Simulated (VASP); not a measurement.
Wanted: the native input for a VASP 6.6.1 run.

```
Task                   : single point
Functional             : PBE
Dispersion             : D3(BJ)
Potentials or basis    : VASP PAW PBE potentials, release 64 (B, N)
Cutoff                 : 520 eV
k mesh                 : 12 × 12 × 1
Occupations            : gaussian, width 0.02 eV
Spin                   : no spin polarisation
Dipole correction      : yes
Further INCAR settings : ALGO = Normal; EDIFF = 1e-06; NBANDS = 16
```

The structure of BN lies in POSCAR:

```
BN
1.0
    2.5087620658      0.0000000000      0.0000000000
   -1.2543810329      2.1726516810      0.0000000000
    0.0000000000      0.0000000000     32.6000000000
B N
2 2
Direct
    0.0000000000      0.0000000000      0.4482820818
    0.0000000000      0.0000000000      0.5517179182
    0.6666666667      0.3333333333      0.4482483828
    0.3333333333      0.6666666667      0.5517516172
```

The input as run:

INCAR

```
  ALGO = Normal
  DIPOL = 0.5 0.5 0.500
  EDIFF = 1E-6
  ENCUT = 520
  GGA = PE
  IDIPOL = 3
  ISIF = 2
  ISMEAR = 0
  IVDW = 12
  LASPH = True
  LCHARG = True
  LDIPOL = True
  LELF = True
  LREAL = False
  LVACPOTAV = True
  LVHAR = True
  LWAVE = False
  NBANDS = 16
  NELM = 80
  PREC = Accurate
  SIGMA = 0.02
```

KPOINTS

```
k-points
0
Gamma
  12 12 1
```

Potentials or basis: VASP PAW PBE potentials, release 64 (B, N).

Run with:

```bash
$ cat potpaw_PBE.64/B/POTCAR potpaw_PBE.64/N/POTCAR > POTCAR
$ mpirun -np 1 vasp_std > vasp.out
```

It gave:

- Largest force: 0.004 eV/Å
- Band gap on the k mesh: 4.15 eV
- Dispersion energy per atom: -0.105 eV

It took 51 s on 1 thread of AMD EPYC 9R45 96-Core Processor (Zen 5), with other jobs on the host, peak memory 0.28 GiB.
